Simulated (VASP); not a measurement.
# TiO2 (P4_2/mnm) in VASP: a series of runs, part 2 of 2

VASP 6.6.1. Earlier steps stand in the parts before.

## Step 3: Relaxation of cell and atoms, LDA

This run uses another cell than the first one, of 10.39 Å³/atom, 1.034 times its volume.

Input file INCAR:

```
SYSTEM = TiO2
ALGO = Normal ; EDIFF = 1E-6
EDIFFG = -0.002 ; ENCUT = 600
GGA = CA ; IBRION = 2
ISIF = 3 ; ISMEAR = -1
LASPH = .TRUE. ; LCHARG = .FALSE.
LREAL = .FALSE. ; LWAVE = .FALSE.
NELM = 80 ; NSW = 100
PREC = Accurate ; SIGMA = 0.08
```

Input file KPOINTS:

```
k-points
0
G
  6 6 10
  0 0 0
```

Input file POSCAR:

```
TiO2
1.0
    4.5922000000      0.0000000000      0.0000000000
    0.0000000000      4.5922000000      0.0000000000
    0.0000000000      0.0000000000      2.9574000000
Ti O
2 4
Direct
    0.0000000000      0.0000000000      0.0000000000
    0.5000000000      0.5000000000      0.5000000000
    0.3049600000      0.3049600000      0.0000000000
    0.1950400000      0.8049600000      0.5000000000
    0.6950400000      0.6950400000      0.0000000000
    0.8049600000      0.1950400000      0.5000000000
```

Potentials or basis: VASP PAW LDA potentials, release 64 (Ti_sv, O).

Started as:

```console
$ cat potpaw_LDA.64/Ti_sv/POTCAR potpaw_LDA.64/O/POTCAR > POTCAR
$ mpirun -np 1 vasp_std > vasp.out
```

OUTCAR:

```text
SYSTEM = TiO2
   EDIFF = 1E-6
   EDIFFG = -0.002
   ENCUT = 600
   GGA = CA
   IBRION = 2
   ISIF = 3
   ISMEAR = -1
   LASPH = .TRUE.
   LREAL = .FALSE.
   NELM = 80
   NSW = 100
   PREC = Accurate

 ion  position               nearest neighbor table
   1  0.000  0.000  0.000-   4 1.95   6 1.95   4 1.95   6 1.95   5 1.98   3 1.98
   2  0.500  0.500  0.500-   3 1.95   5 1.95   3 1.95   5 1.95   4 1.98   6 1.98
   3  0.305  0.305  0.000-   2 1.95   2 1.95   1 1.98
   4  0.195  0.805  0.500-   1 1.95   1 1.95   2 1.98
   5  0.695  0.695  0.000-   2 1.95   2 1.95   1 1.98
   6  0.805  0.195  0.500-   1 1.95   1 1.95   2 1.98

  LATTYP: Found a simple tetragonal cell.
 ALAT       =     4.5922000000
 C/A-ratio  =     0.6440050520

  Lattice vectors:

 A1 = (   4.5922000000,   0.0000000000,   0.0000000000)
[... 396 lines left out ...]
  free energy    TOTEN  =       -58.79401537 eV

  energy without entropy =      -58.79401408  energy(sigma->0) =      -58.79401473

 E-fermi :   5.7474     XC(G=0): -12.1556

 val. band max:        4.8871506745   @ k =   0.0000   0.0000   0.0000
 cond. band min:       6.7036853132   @ k =   0.0000   0.0000   0.0000
 fundamental gap:      1.8165346387
 Fermi energy:         5.7473599661

 k-point     1 :       0.0000    0.0000    0.0000
  band No.  band energies     occupation
      1     -51.2072      2.00000
      2     -51.1854      2.00000
      3     -27.9500      2.00000
      4     -27.9500      2.00000
      5     -27.7568      2.00000
      6     -27.7568      2.00000
[... 733 lines left out ...]
     27       8.0682      0.00000
     28       8.0682      0.00000

 [... further k-points ...]

------------------------ aborting loop because EDIFF is reached ----------------------------------------

  FORCE on cell =-STRESS in cart. coord.  units (eV):
  Direction    XX          YY          ZZ          XY          YZ          ZX
  --------------------------------------------------------------------------------------
  -------------------------------------------------------------------------------------
  Total        0.0097465      0.0097465      0.0097963      0.0000000      0.0000000      0.0000000
  in kB        0.2579453      0.2579453      0.2592631      0.0000000      0.0000000      0.0000000
  external PRESSURE =       0.2583845 kB  Pullay stress =       0.0000000 kB
[... 21 lines left out ...]
  FREE ENERGIE OF THE ION-ELECTRON SYSTEM (eV)
  ---------------------------------------------------
  free  energy   TOTEN  =       -58.7940153749 eV

  energy  without entropy=      -58.7940140765  energy(sigma->0) =      -58.79401473

 reached required accuracy - stopping structural energy minimisation
```

OSZICAR:

```text
N       E                     dE             d eps       ncg     rms          rms(c)
DAV:   1     0.710895135758E+03    0.71090E+03   -0.27225E+04  3360   0.222E+03
DAV:   2     0.560387664634E+02   -0.65486E+03   -0.63554E+03  3568   0.615E+02
DAV:   3    -0.700304588904E+02   -0.12607E+03   -0.12107E+03  5280   0.224E+02
[... 79 lines left out ...]
DAV:   5    -0.587940154726E+02   -0.21633E-06   -0.53609E-07  1752   0.865E-03
   9 F= -.58794015E+02 E0= -.58794015E+02  d E =-.505508E-05
       N       E                     dE             d eps       ncg     rms          rms(c)
DAV:   1    -0.587940186331E+02   -0.33768E-05   -0.11238E-04  4176   0.125E-01    0.165E-02
DAV:   2    -0.587940157695E+02    0.28636E-05   -0.11483E-05  3824   0.369E-02    0.609E-03
DAV:   3    -0.587940153749E+02    0.39466E-06   -0.47410E-06  3192   0.140E-02
  10 F= -.58794015E+02 E0= -.58794015E+02  d E =-.495737E-05
```

CONTCAR:

```text
TiO2
   1.00000000000000
     4.5519364592770115   -0.0000000000000000    0.0000000000000000
     0.0000000000000000    4.5519364592770115    0.0000000000000000
     0.0000000000000000    0.0000000000000000    2.9217181780307091
  Ti              O
     2     4
Direct
     0.0000000000000000    0.0000000000000000    0.0000000000000000
     0.5000000000000000    0.5000000000000000    0.5000000000000000
     0.3038467651482839    0.3038467651482839    0.0000000000000000
     0.1961532348517160    0.8038467651482839    0.5000000000000000
     0.6961532348517161    0.6961532348517161    0.0000000000000000
     0.8038467651482839    0.1961532348517160    0.5000000000000000

  0.00000000E+00  0.00000000E+00  0.00000000E+00
  0.00000000E+00  0.00000000E+00  0.00000000E+00
  0.00000000E+00  0.00000000E+00  0.00000000E+00
  0.00000000E+00  0.00000000E+00  0.00000000E+00
  0.00000000E+00  0.00000000E+00  0.00000000E+00
  0.00000000E+00  0.00000000E+00  0.00000000E+00
```

It took 3.5 min on 1 thread of Intel Xeon 6975P-C (Granite Rapids), shared host; peak memory 0.24 GiB.

Results:

- Free energy: -58.7940 eV
- Relaxed volume: 10.09 Å³/atom
- Relaxed cell: a = 4.552 Å, b = 4.552 Å, c = 2.922 Å, α = 90.00°, β = 90.00°, γ = 90.00°
- Space group after relaxing (to 0.05 Å): P4_2/mnm (No. 136)
- Energy gained by relaxing: 7.1 meV/atom
- Ionic steps: 10
- Pressure after relaxing: 0.0 GPa
- Band gap on the k mesh: 1.82 eV, direct

Step by step:
```
step  energy change (eV)  largest force (eV/Å)  pressure (GPa)  volume (Å³)
   1              0.0000                0.0015           -7.06        62.37
   2              0.0417                0.3951           11.32        58.32
   3             -0.0402                0.1495           -0.08        60.66
   4             -0.0402                0.1527            0.01        60.62
   5             -0.0424                0.0155            0.03        60.53
   6             -0.0424                0.0011            0.07        60.52
   7             -0.0424                0.0022            0.09        60.52
   8             -0.0424                0.0021           -0.09        60.57
   9             -0.0424                0.0002           -0.04        60.54
  10             -0.0424                0.0009            0.03        60.54
```

Final structure:
```cif
data_structure
_symmetry_space_group_name_H-M 'P 1'
_symmetry_Int_Tables_number 1
_cell_length_a 4.5519
_cell_length_b 4.5519
_cell_length_c 2.9217
_cell_angle_alpha 90.000
_cell_angle_beta 90.000
_cell_angle_gamma 90.000
_cell_volume 60.54
loop_
_atom_site_label
_atom_site_type_symbol
_atom_site_fract_x
_atom_site_fract_y
_atom_site_fract_z
_atom_site_occupancy
Ti1 Ti 0.00000 0.00000 0.00000 1
Ti2 Ti 0.50000 0.50000 0.50000 1
O1 O 0.30385 0.30385 0.00000 1
O2 O 0.19615 0.80385 0.50000 1
O3 O 0.69615 0.69615 0.00000 1
O4 O 0.80385 0.19615 0.50000 1
```

A k mesh can miss the band edges. Zero-point motion and thermal expansion aren't in these numbers.
